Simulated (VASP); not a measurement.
# K in VASP: a series of runs

The runs below take K through relaxation of cell and atoms, single point, with PBEsol.

All numbers are computed with VASP 6.6.1; they aren't measurements. Logs are shortened: lines on timing, memory, paths and dates and some standing lists are left out, and cuts for length are marked.

## Step 1: The cell of the first run

The structure is tetragonal, space group P4/mmm (No. 123). The conventional cell has a = 4.242 Å, b = 4.242 Å, c = 6.919 Å, α = 90.00°, β = 90.00°, γ = 90.00°. K (site symmetry 2mm) has 7 K at 2.87 to 3.00 Å within 3.8 Å. Within 3.9 Å of K (site symmetry 4/mmm) lie 8 K at 2.93 Å.

## Step 2: Relaxation of cell and atoms, PBEsol, target pressure 30 GPa, at which the enthalpy is minimised

Input file INCAR:

```
SYSTEM = K
PREC     = Accurate       ! precision mode
ENCUT    = 600            ! plane-wave cutoff, eV
EDIFF    = 1E-7           ! SCF threshold, eV
ISMEAR   = 0              ! smearing method
SIGMA    = 0.1            ! smearing width, eV
LREAL    = .FALSE.        ! projectors in reciprocal space
LASPH    = .TRUE.         ! aspherical terms in the spheres
NELM     = 60             ! most SCF steps
ALGO     = Fast           ! electronic algorithm
ISIF     = 3              ! what is computed and relaxed
LWAVE    = .FALSE.        ! write WAVECAR
LCHARG   = .FALSE.        ! write CHGCAR
GGA      = PS             ! functional
IBRION   = 2              ! ionic algorithm
NSW      = 70             ! ionic steps
EDIFFG   = -0.008         ! ionic threshold
PSTRESS  = 300.0
```

Input file KPOINTS:

```
regular mesh
0
G
  8 8 6
  0 0 0
```

Input file POSCAR:

```
K
1.0
    2.9995050035     -2.9995050035      0.0000000000
    2.9995050035      2.9995050035      0.0000000000
    0.0000000000      0.0000000000      6.9187484867
K
5
Direct
    0.5000000000      0.0000000000      0.2929263244
    0.0000000000      0.5000000000      0.7070736756
    0.0000000000      0.5000000000      0.2929263244
    0.5000000000      0.0000000000      0.7070736756
    0.0000000000      0.0000000000      0.0000000000
```

Potentials or basis: VASP PAW PBE potentials, release 64 (K_sv).

Command:

```bash
cat potpaw_PBE.64/K_sv/POTCAR > POTCAR
mpirun -np 1 vasp_std > vasp.out
```

OUTCAR:

```text
SYSTEM = K
   PREC = Accurate
   ENCUT = 600
   EDIFF = 1E-7
   ISMEAR = 0
   LREAL = .FALSE.
   LASPH = .TRUE.
   NELM = 60
   ISIF = 3
   GGA = PS
   IBRION = 2
   NSW = 70
   EDIFFG = -0.008
   PSTRESS = 300.0

 ion  position               nearest neighbor table
   1  0.500  0.000  0.293-   4 2.87   5 2.93   5 2.93   3 3.00   3 3.00   3 3.00   3 3.00
   2  0.000  0.500  0.707-   3 2.87   5 2.93   5 2.93   4 3.00   4 3.00   4 3.00   4 3.00
   3  0.000  0.500  0.293-   2 2.87   5 2.93   5 2.93   1 3.00   1 3.00   1 3.00   1 3.00
   4  0.500  0.000  0.707-   1 2.87   5 2.93   5 2.93   2 3.00   2 3.00   2 3.00   2 3.00
   5  0.000  0.000  0.000-   1 2.93   2 2.93   3 2.93   4 2.93   2 2.93   3 2.93   1 2.93   4 2.93

  LATTYP: Found a simple tetragonal cell.
 ALAT       =     4.2419406564
 C/A-ratio  =     1.6310337761

  Lattice vectors:

 A1 = (   2.9995050035,  -2.9995050035,   0.0000000000)
 A2 = (   2.9995050035,   2.9995050035,   0.0000000000)
 A3 = (   0.0000000000,   0.0000000000,   6.9187484867)

Analysis of symmetry for initial positions (statically):
=====================================================================
 Subroutine PRICEL returns:
 Original cell was already a primitive cell.

 Routine SETGRP: Setting up the symmetry group for a
 simple tetragonal supercell.

 Subroutine GETGRP returns: Found 16 space group operations
 (whereof 16 operations were pure point group operations)
 out of a pool of 16 trial point group operations.

The static configuration has the point symmetry D_4h.

Analysis of symmetry for dynamics (positions and initial velocities):
=====================================================================
 Subroutine PRICEL returns:
 Original cell was already a primitive cell.

 Routine SETGRP: Setting up the symmetry group for a
 simple tetragonal supercell.

 Subroutine GETGRP returns: Found 16 space group operations
 (whereof 16 operations were pure point group operations)
 out of a pool of 16 trial point group operations.

The dynamic configuration has the point symmetry D_4h.

 Subroutine INISYM returns: Found 16 space group operations
 (whereof 16 operations are pure point group operations),
 and found     1 'primitive' translations

----------------------------------------------------------------------------------------

                                     Primitive cell

  volume of cell :     124.4964

  direct lattice vectors                    reciprocal lattice vectors
     2.999505003 -2.999505003  0.000000000     0.166694171 -0.166694171  0.000000000
     2.999505003  2.999505003  0.000000000     0.166694171  0.166694171  0.000000000
     0.000000000  0.000000000  6.918748487     0.000000000  0.000000000  0.144534810

  length of vectors
     4.241940656  4.241940656  6.918748487     0.235741157  0.235741157  0.144534810

  position of ions in fractional coordinates (direct lattice)
     0.500000000  0.000000000  0.292926324
     0.000000000  0.500000000  0.707073676
     0.000000000  0.500000000  0.292926324
     0.500000000  0.000000000  0.707073676
     0.000000000  0.000000000  0.000000000

  ion indices of the primitive-cell ions
   primitive index   ion index
                 1           1
                 2           2
                 3           3
                 4           4
                 5           5

----------------------------------------------------------------------------------------

 KPOINTS: regular mesh

Automatic generation of k-mesh.
 Grid dimensions read from file:
 generate k-points for:    8    8    6

 Generating k-lattice:

  Cartesian coordinates                     Fractional coordinates (reciprocal lattice)
     0.020836771 -0.020836771  0.000000000     0.125000000  0.000000000  0.000000000
     0.020836771  0.020836771  0.000000000     0.000000000  0.125000000  0.000000000
     0.000000000  0.000000000  0.024089135     0.000000000  0.000000000  0.166666667

  Length of vectors
     0.029467645  0.029467645  0.024089135

  Shift w.r.t. Gamma in fractional coordinates (k-lattice)
     0.000000000  0.000000000  0.000000000

 Subroutine IBZKPT returns following result:
 ===========================================

 Found     60 irreducible k-points:

 Following reciprocal coordinates:
            Coordinates               Weight
  0.000000  0.000000  0.000000      1.000000
  0.125000  0.000000  0.000000      4.000000
  0.250000  0.000000  0.000000      4.000000
  0.375000  0.000000  0.000000      4.000000
  0.500000  0.000000  0.000000      2.000000
  0.125000  0.125000  0.000000      4.000000
[... 16 lines left out ...]
  0.375000  0.125000  0.166667     16.000000
  0.500000  0.125000  0.166667      8.000000
 [... further k-points ...]
   k-points           NKPTS =     60   k-points in BZ     NKDIM =     60   number of bands    NBANDS=     27
   number of dos      NEDOS =    301   number of ions     NIONS =      5
   total plane-waves  NPLWV =  72576
   dimension x,y,z NGX =    36 NGY =   36 NGZ =   56
   dimension x,y,z NGXF=    72 NGYF=   72 NGZF=  112
   ions per type =               5
   NGX,Y,Z   is equivalent  to a cutoff of  14.11, 14.11, 13.46 a.u.
   NGXF,Y,Z  is equivalent  to a cutoff of  28.22, 28.22, 26.91 a.u.
 SYSTEM =  K
   PREC   = accura    normal or accurate (medium, high low for compatibility)
   ISTART =      0    job   : 0-new  1-cont  2-samecut
   ICHARG =      2    charge: 1-file 2-atom 10-const
   ISPIN  =      1    spin polarized calculation?
   LNONCOLLINEAR =      F non collinear calculations
   LSORBIT =      F    spin-orbit coupling
   LASPH  =      T    aspherical Exc in radial PAW
   ENCUT  =  600.0 eV  44.10 Ry    6.64 a.u.   8.47  8.47 13.82*2*pi/ulx,y,z
   NELM   =     60;   NELMIN=  2; NELMDL= -5     # of ELM steps
   EDIFF  = 0.1E-06   stopping-criterion for ELM
   LREAL  =      F    real-space projection
   EDIFFG = -.8E-02   stopping-criterion for IOM
   NSW    =     70    number of steps for IOM
   IBRION =      2    ionic relax: 0-MD 1-quasi-New 2-CG
   NFREE  =      1    steps in history (QN), initial steepest desc. (CG)
   ISIF   =      3    stress and relaxation
   ISYM   =      2    0-nonsym 1-usesym 2-fastsym
   POTIM  = 0.5000    time-step for ionic-motion
   TEBEG  =    0.0;   TEEND  =   0.0 temperature during run
   PSTRESS=  300.0 pullay stress
   NELECT =      45.0000    total number of electrons
   NUPDOWN=      -1.0000    fix difference up-down
   EMIN   =  10.00;   EMAX   =-10.00  energy-range for DOS
   EFERMI =   0.00;   METHOD = LEGACY
   ISMEAR =     0;   SIGMA  =   0.10  broadening in eV -4-tet -1-fermi 0-gaus
   EFERMI_NEDOS =   21; number of points for ismear=-14 and -15
   IALGO  =     68    algorithm
   IMIX   =      4    mixing-type and parameters
     AMIX     =   0.40;   BMIX     =  1.00
     AMIX_MAG =   1.60;   BMIX_MAG =  1.00
  volume/ion in A,a.u.               =      24.90       168.03
  Fermi-wavevector in a.u.,A,eV,Ry     =   1.166165  2.203733 18.503126  1.359941
  Thomas-Fermi vector in A             =   2.302682
   LORBIT       =      0    0 simple, 1 ext, 2 COOP (PROOUT), +10 PAW based schemes
   GGA     = PS    functional components
   LHFCALC =     F    Hartree Fock is set to
   AEXX    =    0.0000 exact exchange contribution
   IVDW    =     0    specifies the selected vdW correction
   LEPSILON=     F    determine dielectric tensor
   LRPA    =     F    only Hartree local field effects (RPA)
 conjugate gradient relaxation of ions
 non-spin polarized calculation
 RMM-DIIS sequential band-by-band and
 Gauss-broadening in eV      SIGMA  =   0.10
  energy-cutoff  :      600.00
  volume of cell :      124.50
 maximum number of plane-waves:      4207
 NGX is ok and might be reduce to    36
   NGX = 17   NGY = 17   NGZ = 27

--------------------------------------- Ionic step        1  -------------------------------------------

 number of electron      44.9999994 magnetization

 Free energy of the ion-electron system (eV)
  ---------------------------------------------------
  ext. energy  EPLUGINS =         0.00000000
  ---------------------------------------------------
  free energy    TOTEN  =         2.49202527 eV

  energy without entropy =        2.52587640  energy(sigma->0) =        2.50895084

 E-fermi :   3.7963     XC(G=0):  -9.2678

 val. band max:        3.7958559800   @ k =   0.3750   0.2500   0.0000
 cond. band min:       3.7967664987   @ k =   0.3750   0.2500   0.1667
 fundamental gap:      0.0009105187
 Fermi energy:         3.7963194338

 k-point     1 :       0.0000    0.0000    0.0000
  band No.  band energies     occupation
      1     -29.6849      2.00000
      2     -28.9169      2.00000
      3     -28.8747      2.00000
      4     -28.5633      2.00000
      5     -28.3958      2.00000
      6     -13.6697      2.00000
[... 709 lines left out ...]
     26       5.6218      0.00000
     27       6.1401      0.00000

 [... further k-points ...]

------------------------ aborting loop because EDIFF is reached ----------------------------------------

  FORCE on cell =-STRESS in cart. coord.  units (eV):
  Direction    XX          YY          ZZ          XY          YZ          ZX
  --------------------------------------------------------------------------------------
  -------------------------------------------------------------------------------------
  Total       13.9260372     13.9260372     13.8345437      0.0000000      0.0000000      0.0000000
  in kB      179.2179119    179.2179119    178.0404573      0.0000000      0.0000000      0.0000000
  external PRESSURE =    -121.1745730 kB  Pullay stress =     300.0000000 kB
[... 106 lines left out ...]
  energy  without entropy=        6.5224123799  energy(sigma->0) =        6.51201184

  enthalpy is  TOTEN    =        24.5880360706 eV   P V=       18.0864247705

[... ionic steps 4 to 7 ...]

--------------------------------------- Ionic step        8  -------------------------------------------

 number of electron      45.0000001 magnetization

------------------------ aborting loop because EDIFF is reached ----------------------------------------
[... 77 lines left out ...]
--------------------------------------- Ionic step       10  -------------------------------------------

 number of electron      45.0000002 magnetization

 Free energy of the ion-electron system (eV)
  ---------------------------------------------------
  ext. energy  EPLUGINS =         0.00000000
  ---------------------------------------------------
  free energy    TOTEN  =         6.49935666 eV

  energy without entropy =        6.52025143  energy(sigma->0) =        6.50980405

 E-fermi :   5.1356     XC(G=0): -10.3952

 val. band max:        5.1107070672   @ k =   0.5000   0.1250   0.0000
 cond. band min:       5.1413662758   @ k =   0.3750   0.1250   0.3333
 fundamental gap:      0.0306592086
 Fermi energy:         5.1355784141

 k-point     1 :       0.0000    0.0000    0.0000
  band No.  band energies     occupation
      1     -28.9104      2.00000
      2     -27.8929      2.00000
      3     -27.7205      2.00000
      4     -27.1790      2.00000
      5     -26.8582      2.00000
      6     -13.0849      2.00000
[... 709 lines left out ...]
     26       7.4212      0.00000
     27       7.6562      0.00000

 [... further k-points ...]

------------------------ aborting loop because EDIFF is reached ----------------------------------------

  FORCE on cell =-STRESS in cart. coord.  units (eV):
  Direction    XX          YY          ZZ          XY          YZ          ZX
  --------------------------------------------------------------------------------------
  -------------------------------------------------------------------------------------
  Total       18.0755080     18.0755080     18.1150226      0.0000000      0.0000000      0.0000000
  in kB      299.8007590    299.8007590    300.4561486      0.0000000      0.0000000      0.0000000
  external PRESSURE =       0.0192222 kB  Pullay stress =     300.0000000 kB
[... 24 lines left out ...]
  energy  without entropy=        6.5202514290  energy(sigma->0) =        6.50980405

  enthalpy is  TOTEN    =        24.5868772592 eV   P V=       18.0875205949

 reached required accuracy - stopping structural energy minimisation
```

Wall time 43 min (1 thread of Intel Xeon Platinum 8259CL at 2.50GHz (Skylake/Cascade Lake), shared host); peak memory 0.39 GiB.

What came out:

| Property | Result |
| --- | --- |
| Free energy | 6.4994 eV |
| Relaxed volume | 19.32 Å³/atom |
| Relaxed cell | a = 3.888 Å, b = 3.888 Å, c = 6.391 Å, α = 90.00°, β = 90.00°, γ = 90.00° |
| Space group after relaxing (to 0.1 Å) | P4/mmm (No. 123) |
| Energy change on relaxing (the run minimises the enthalpy) | +801.5 meV/atom |
| Ionic steps | 10 |
| Pressure after relaxing | 30.0 GPa |
| Band gap on the k mesh | zero (an odd number of electrons rules out a gap without spin polarisation) |

Forces in eV/Å, atoms in the order of the input:
```
K    0.000  0.000 -0.002
K    0.000  0.000  0.002
K    0.000  0.000 -0.002
K    0.000  0.000  0.002
K    0.000  0.000  0.000
```

Step by step:
| step | energy change (eV) | largest force (eV/Å) | pressure (GPa) | volume (Å³) |
| --- | --- | --- | --- | --- |
| 1 | 0.0000 | 0.0303 | 17.88 | 124.50 |
| 2 | 4.6016 | 0.0259 | 32.31 | 93.55 |
| 3 | 4.0096 | 0.0398 | 30.07 | 96.59 |
| 4 | 3.9140 | 0.0420 | 29.74 | 97.10 |
| 5 | 3.9165 | 0.0103 | 29.71 | 97.09 |
| 6 | 3.9189 | 0.0126 | 29.71 | 97.07 |
| 7 | 4.0229 | 0.0144 | 30.09 | 96.52 |
| 8 | 4.0026 | 0.0141 | 30.01 | 96.62 |
| 9 | 4.0038 | 0.0103 | 30.01 | 96.62 |
| 10 | 4.0073 | 0.0022 | 30.00 | 96.60 |

Final structure:
```yaml
crystal:
  lattice:
    - [2.74916, -2.74916, 0.00000]
    - [2.74916, 2.74916, 0.00000]
    - [0.00000, 0.00000, 6.39056]
  atoms:
    - { symbol: K, position: [0.50000, 0.00000, 0.29275] }
    - { symbol: K, position: [0.00000, 0.50000, 0.70725] }
    - { symbol: K, position: [0.00000, 0.50000, 0.29275] }
    - { symbol: K, position: [0.50000, 0.00000, 0.70725] }
    - { symbol: K, position: [0.00000, 0.00000, 0.00000] }
```

Levels at points of the mesh, in eV from the Fermi level:
```csv
k point,band 20,band 21,band 22,band 23,band 24,band 25
"(0.00, 0.00, 0.00)",-15.03,-2.92,-2.02,-0.08,0.31,0.98
"(0.50, 0.00, 0.00)",-14.88,-0.35,-0.20,0.08,0.34,1.55
"(0.50, 0.50, 0.00)",-14.66,-2.28,-0.50,1.53,1.95,1.95
"(0.00, 0.00, 0.50)",-14.91,-2.12,-1.39,-0.93,-0.58,0.77
"(0.50, 0.00, 0.50)",-14.82,-0.03,0.31,0.32,0.64,1.73
"(0.50, 0.50, 0.50)",-14.67,-1.35,-0.47,-0.05,1.37,1.37
```

Caveat: the cell is relaxed towards a set pressure, so the run minimises the enthalpy, not the energy; the volume moved by over 15 % at a fixed basis, so the end points are rough; the PAW data sets were made with another functional, which shifts forces and pressure a little.

(Part 1 of 2 ends here.)

The gap in the log of VASP goes by the Fermi energy; the results here count the filled bands.